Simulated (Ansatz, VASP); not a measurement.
**Ta: VASP beside Ansatz**

```xyz
1
Lattice="-1.6183 1.6183 1.6513 1.6183 -1.6183 1.6513 1.6183 1.6183 -1.6513" Properties=species:S:1:pos:R:3 pbc="T T T"
Ta    0.0000    0.0000    0.0000
```

Change from the starting cell: equal xx and yy strain of -2 %.

Alike in both runs: task single point; functional PBEsol; k mesh 17 × 17 × 17; occupations fermi-dirac, width 0.08 eV; no spin polarisation.

|  | VASP | Ansatz |
| --- | --- | --- |
| version | VASP 6.6.1 | Ansatz 0.2.0 |
| potentials or method | VASP PAW PBE potentials, release 64 (Ta_pv), cutoff 520 eV | all-electron LAPW, scalar-relativistic |

Ansatz gave:

```
pressure (GPa)                                                : 4.6
traceless stress, the component that is largest in VASP (GPa) : -1.67
```

Question: Which values does VASP return?

Answer: Pressure (GPa): 5.0; traceless stress, the component that is largest in VASP (GPa): -1.67.

VASP's potentials were made for PBE, not for PBEsol. Ansatz ran all-electron here, and VASP with PAW potentials.

Spin-orbit coupling is off throughout.
